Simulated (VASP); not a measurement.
# TaF3 (P4/mmm) in VASP: notebook

TaF3 is run at these levels: PBE; tasks: single point.

Program: VASP 6.6.1. These are calculated values, not measurements. Logs are shortened: lines on timing, memory, paths and dates and some standing lists are left out, and cuts for length are marked.

### Step 1. The cell of the first run

Symmetry: P4/mmm, No. 123, tetragonal system. Conventional cell: a = 3.467 Å, b = 3.467 Å, c = 4.814 Å, α = 90.00°, β = 90.00°, γ = 90.00°. Within 2.0 Å of Ta (site symmetry 4/mmm) lie 2 F at 1.51 Å. Within 3.2 Å of F (site symmetry 4/mmm) lie 4 Ta at 2.45 Å and 8 F at 2.88 Å. Within 2.0 Å of F (site symmetry 4mm) lie 1 Ta at 1.51 Å and 1 F at 1.80 Å.

### Step 2. Single point, PBE

File INCAR:

```
SYSTEM = TaF3
PREC = Accurate
ENCUT = 520
EDIFF = 1E-6
ISMEAR = 0
SIGMA = 0.1
LREAL = .FALSE.
LASPH = .TRUE.
NELM = 80
ALGO = Normal
ISIF = 2
LWAVE = .FALSE.
LCHARG = .TRUE.
GGA = PE
LELF = .TRUE.
LVHAR = .TRUE.
NBANDS = 24
```

File KPOINTS:

```
regular mesh
0
G
  6 6 4
  0 0 0
```

File POSCAR:

```
TaF3
1.0
    3.4670653700      0.0000000000      0.0000000000
    0.0000000000      3.4670653700      0.0000000000
    0.0000000000      0.0000000000      4.8137097800
Ta F
1 3
Direct
    0.5000000000      0.5000000000      0.5000000000
    0.0000000000      0.0000000000      0.5000000000
    0.5000000000      0.5000000000      0.1866085600
    0.5000000000      0.5000000000      0.8133914400
```

Potentials or basis: VASP PAW PBE potentials, release 64 (Ta_pv, F).

Launch:

```console
cat potpaw_PBE.64/Ta_pv/POTCAR potpaw_PBE.64/F/POTCAR > POTCAR
mpirun -np 1 vasp_std > vasp.out
```

OUTCAR:

```text
SYSTEM = TaF3
   PREC = Accurate
   ENCUT = 520
   EDIFF = 1E-6
   ISMEAR = 0
   LREAL = .FALSE.
   LASPH = .TRUE.
   NELM = 80
   ISIF = 2
   GGA = PE

 ion  position               nearest neighbor table
   1  0.500  0.500  0.500-   3 1.51   4 1.51   2 2.45   2 2.45   2 2.45   2 2.45
   2  0.000  0.000  0.500-   1 2.45   1 2.45   1 2.45   1 2.45
   3  0.500  0.500  0.187-   1 1.51   4 1.80
   4  0.500  0.500  0.813-   1 1.51   3 1.80

  LATTYP: Found a simple tetragonal cell.
 ALAT       =     3.4670653700
 C/A-ratio  =     1.3884104470

  Lattice vectors:

 A1 = (   3.4670653700,   0.0000000000,   0.0000000000)
 A2 = (   0.0000000000,   3.4670653700,   0.0000000000)
 A3 = (   0.0000000000,   0.0000000000,   4.8137097800)

Analysis of symmetry for initial positions (statically):
=====================================================================
 Subroutine PRICEL returns:
 Original cell was already a primitive cell.

 Routine SETGRP: Setting up the symmetry group for a
 simple tetragonal supercell.

 Subroutine GETGRP returns: Found 16 space group operations
 (whereof 16 operations were pure point group operations)
 out of a pool of 16 trial point group operations.

The static configuration has the point symmetry D_4h.

Analysis of symmetry for dynamics (positions and initial velocities):
=====================================================================
 Subroutine PRICEL returns:
 Original cell was already a primitive cell.

 Routine SETGRP: Setting up the symmetry group for a
 simple tetragonal supercell.

 Subroutine GETGRP returns: Found 16 space group operations
 (whereof 16 operations were pure point group operations)
 out of a pool of 16 trial point group operations.

The dynamic configuration has the point symmetry D_4h.

 Subroutine INISYM returns: Found 16 space group operations
 (whereof 16 operations are pure point group operations),
 and found     1 'primitive' translations

----------------------------------------------------------------------------------------

                                     Primitive cell

  volume of cell :      57.8634

  direct lattice vectors                    reciprocal lattice vectors
     3.467065370  0.000000000  0.000000000     0.288428366  0.000000000  0.000000000
     0.000000000  3.467065370  0.000000000     0.000000000  0.288428366  0.000000000
     0.000000000  0.000000000  4.813709780     0.000000000  0.000000000  0.207739986

  length of vectors
     3.467065370  3.467065370  4.813709780     0.288428366  0.288428366  0.207739986

  position of ions in fractional coordinates (direct lattice)
     0.500000000  0.500000000  0.500000000
[... 81 lines left out ...]
   NELM   =     80;   NELMIN=  2; NELMDL= -5     # of ELM steps
   EDIFF  = 0.1E-05   stopping-criterion for ELM
   LREAL  =      F    real-space projection
   EDIFFG = 0.1E-04   stopping-criterion for IOM
   NSW    =      0    number of steps for IOM
   IBRION =     -1    ionic relax: 0-MD 1-quasi-New 2-CG
   NFREE  =      0    steps in history (QN), initial steepest desc. (CG)
   ISIF   =      2    stress and relaxation
   ISYM   =      2    0-nonsym 1-usesym 2-fastsym
   POTIM  = 0.5000    time-step for ionic-motion
   TEBEG  =    0.0;   TEEND  =   0.0 temperature during run
   PSTRESS=    0.0 pullay stress
   NELECT =      32.0000    total number of electrons
   NUPDOWN=      -1.0000    fix difference up-down
   EMIN   =  10.00;   EMAX   =-10.00  energy-range for DOS
   EFERMI =   0.00;   METHOD = LEGACY
   ISMEAR =     0;   SIGMA  =   0.10  broadening in eV -4-tet -1-fermi 0-gaus
   EFERMI_NEDOS =   21; number of points for ismear=-14 and -15
   IALGO  =     38    algorithm
   IMIX   =      4    mixing-type and parameters
     AMIX     =   0.40;   BMIX     =  1.00
     AMIX_MAG =   1.60;   BMIX_MAG =  1.00
  volume/ion in A,a.u.               =      14.47        97.62
  Fermi-wavevector in a.u.,A,eV,Ry     =   1.343766  2.539349 24.568120  1.805706
  Thomas-Fermi vector in A             =   2.471813
   LORBIT       =      0    0 simple, 1 ext, 2 COOP (PROOUT), +10 PAW based schemes
   GGA     = PE    functional components
   LHFCALC =     F    Hartree Fock is set to
   AEXX    =    0.0000 exact exchange contribution
   IVDW    =     0    specifies the selected vdW correction
   LEPSILON=     F    determine dielectric tensor
   LRPA    =     F    only Hartree local field effects (RPA)
 non-spin polarized calculation
 Gauss-broadening in eV      SIGMA  =   0.10
  energy-cutoff  :      520.00
  volume of cell :       57.86
 maximum number of plane-waves:      1580
 NGX is ok and might be reduce to    28
   NGX = 13   NGY = 13   NGZ = 17

 number of electron      32.0000003 magnetization

 Free energy of the ion-electron system (eV)
  ---------------------------------------------------
  ext. energy  EPLUGINS =         0.00000000
  ---------------------------------------------------
  free energy    TOTEN  =       -15.05283171 eV

  energy without entropy =      -15.04764735  energy(sigma->0) =      -15.05023953

 E-fermi :   4.0568     XC(G=0):  -9.2968

 val. band max:        4.0380851653   @ k =   0.5000   0.5000   0.0000
 cond. band min:       4.0856567902   @ k =   0.5000   0.5000   0.2500
 fundamental gap:      0.0475716249
 Fermi energy:         4.0568031780

 k-point     1 :       0.0000    0.0000    0.0000
  band No.  band energies     occupation
      1     -36.8387      2.00000
      2     -32.0569      2.00000
      3     -32.0569      2.00000
      4     -25.9156      2.00000
      5     -22.0010      2.00000
      6     -18.9950      2.00000
[... 637 lines left out ...]
     23       9.5792      0.00000
     24      16.1413      0.00000

 [... further k-points ...]
[... 5 lines left out ...]
  --------------------------------------------------------------------------------------
  -------------------------------------------------------------------------------------
  Total       -1.3618191     -1.3618191    120.7199783      0.0000000      0.0000000      0.0000000
  in kB      -37.7073515    -37.7073515   3342.6104600      0.0000000      0.0000000      0.0000000
  external PRESSURE =    1089.0652524 kB  Pullay stress =       0.0000000 kB

 VOLUME and BASIS-vectors are now :
 -----------------------------------------------------------------------------
  energy-cutoff  :      520.00
  volume of cell :       57.86
      direct lattice vectors                 reciprocal lattice vectors
     3.467065370  0.000000000  0.000000000     0.288428366  0.000000000  0.000000000
     0.000000000  3.467065370  0.000000000     0.000000000  0.288428366  0.000000000
     0.000000000  0.000000000  4.813709780     0.000000000  0.000000000  0.207739986

 POSITION                                       TOTAL-FORCE (eV/Angst)
 -----------------------------------------------------------------------------------
      1.73353      1.73353      2.40685        -0.000000     -0.000000     -0.000000
      0.00000      0.00000      2.40685        -0.000000     -0.000000     -0.000000
      1.73353      1.73353      0.89828         0.000000      0.000000    -29.079500
      1.73353      1.73353      3.91543        -0.000000      0.000000     29.079500
 -----------------------------------------------------------------------------------
    total drift:                                0.000000      0.000000      0.000000

  FREE ENERGIE OF THE ION-ELECTRON SYSTEM (eV)
  ---------------------------------------------------
  free  energy   TOTEN  =       -15.0528317053 eV

  energy  without entropy=      -15.0476473509  energy(sigma->0) =      -15.05023953
```

OSZICAR:

```text
N       E                     dE             d eps       ncg     rms          rms(c)
DAV:   1     0.283199882235E+03    0.28320E+03   -0.18513E+04  1440   0.132E+03
DAV:   2    -0.437441557880E+01   -0.28757E+03   -0.27431E+03  1808   0.376E+02
DAV:   3    -0.185675227212E+02   -0.14193E+02   -0.14122E+02  1632   0.867E+01
DAV:   4    -0.186818839725E+02   -0.11436E+00   -0.11433E+00  1696   0.851E+00
DAV:   5    -0.186831775667E+02   -0.12936E-02   -0.12936E-02  1688   0.874E-01    0.494E+01
DAV:   6    -0.152085748395E+02    0.34746E+01   -0.10153E+01  1528   0.314E+01    0.240E+01
DAV:   7    -0.151069684555E+02    0.10161E+00   -0.10743E+00  1472   0.916E+00    0.116E+01
DAV:   8    -0.150532628925E+02    0.53706E-01   -0.17432E-01  1656   0.393E+00    0.875E-01
DAV:   9    -0.150527283941E+02    0.53450E-03   -0.15128E-02  1488   0.919E-01    0.276E-01
DAV:  10    -0.150527705670E+02   -0.42173E-04   -0.25074E-03  1496   0.492E-01    0.945E-02
DAV:  11    -0.150528116682E+02   -0.41101E-04   -0.68584E-04  1576   0.232E-01    0.508E-02
DAV:  12    -0.150528244861E+02   -0.12818E-04   -0.80984E-05  1448   0.774E-02    0.236E-02
DAV:  13    -0.150528313401E+02   -0.68541E-05   -0.18208E-05  1456   0.340E-02    0.144E-02
DAV:  14    -0.150528317053E+02   -0.36513E-06   -0.16369E-06  1352   0.122E-02
   1 F= -.15052832E+02 E0= -.15050240E+02  d E =-.518435E-02
```

stdout:

```text
POSCAR found type information on POSCAR TaF
 POSCAR found :  2 types and       4 ions
 scaLAPACK will be used
 LDA part: xc-table for (Slater+PW92), standard interpolation
 POSCAR, INCAR and KPOINTS ok, starting setup
 FFT: planning ... GRIDC
 FFT: planning ... GRID_SOFT
 FFT: planning ... GRID
 WAVECAR not read
 entering main loop
```

It took 20 s on 1 thread of Intel Xeon Platinum 8488C (Sapphire Rapids), shared host; peak memory 0.19 GiB.

What came out:

```
Free energy            : -15.0528 eV
Pressure               : 108.9 GPa
Largest force          : 29.079 eV/Å
Band gap on the k mesh : zero (band 16 reaches 4.53 eV, above the bottom of band 17 at 1.36 eV)
```

Forces on the atoms (eV/Å):
```
Ta    0.000   0.000   0.000
F     0.000   0.000   0.000
F     0.000   0.000 -29.079
F     0.000   0.000  29.079
```

Caveat: spin-orbit coupling is left out, which moves the levels of the heavy elements; forces of over 1 eV/Å act on the atoms, so gaps and moduli don't describe the material at rest.

### Step 3. Single point, PBE

File INCAR:

```
SYSTEM = TaF3
PREC = Accurate
ENCUT = 600
EDIFF = 1E-6
ISMEAR = 0
SIGMA = 0.1
LREAL = .FALSE.
LASPH = .TRUE.
NELM = 120
ALGO = Normal
ISIF = 2
LWAVE = .FALSE.
LCHARG = .TRUE.
GGA = PE
LELF = .TRUE.
LVHAR = .TRUE.
NBANDS = 25
GGA_COMPAT = .FALSE.
```

KPOINTS is that of step 2.

POSCAR is that of step 2.

Potentials or basis: VASP PAW PBE potentials, release 64 (Ta_sv_GW, F).

Launch:

```console
cat potpaw_PBE.64/Ta_sv_GW/POTCAR potpaw_PBE.64/F/POTCAR > POTCAR
mpirun -np 1 vasp_std > vasp.out
```

Wall time 39 s (1 thread of AMD EPYC 9R14 (Zen 4), shared host); peak memory 0.18 GiB.

Results (log left out):

| Quantity | Value |
| --- | --- |
| Free energy | -17.6947 eV |
| Pressure | 106.1 GPa |
| Largest force | 28.185 eV/Å |
| Band gap on the k mesh | zero (band 17 reaches 6.17 eV, above the bottom of band 18 at 2.99 eV) |

Forces on the atoms (eV/Å):
```
Ta    0.000   0.000   0.000
F     0.000   0.000   0.000
F     0.000   0.000 -28.185
F     0.000   0.000  28.185
```

Stress tensor (GPa, compression positive):
```
 -3.86   0.00   0.00
  0.00  -3.86   0.00
  0.00   0.00 326.16
```

Levels at points of the mesh, in eV from the Fermi level:
```
           k point  band 15  band 16  band 17  band 18  band 19  band 20
(0.00, 0.00, 0.00)    -7.25    -3.04    -2.76    -2.70     0.67     4.02
(0.50, 0.00, 0.00)    -6.88    -3.04    -0.53     2.23     3.20     3.35
(0.50, 0.50, 0.00)    -7.06    -3.03    -0.02     1.85     3.13     3.23
(0.00, 0.00, 0.50)    -7.46    -7.28    -2.72    -2.27     0.68     2.44
(0.50, 0.00, 0.50)    -7.38    -6.95    -0.45     2.25     2.89     3.60
(0.50, 0.50, 0.50)    -7.36    -7.10     0.08     1.86     2.63     2.63
```

Caveat: spin-orbit coupling is left out, which moves the levels of the heavy elements; forces of over 1 eV/Å act on the atoms, so gaps and moduli don't describe the material at rest.
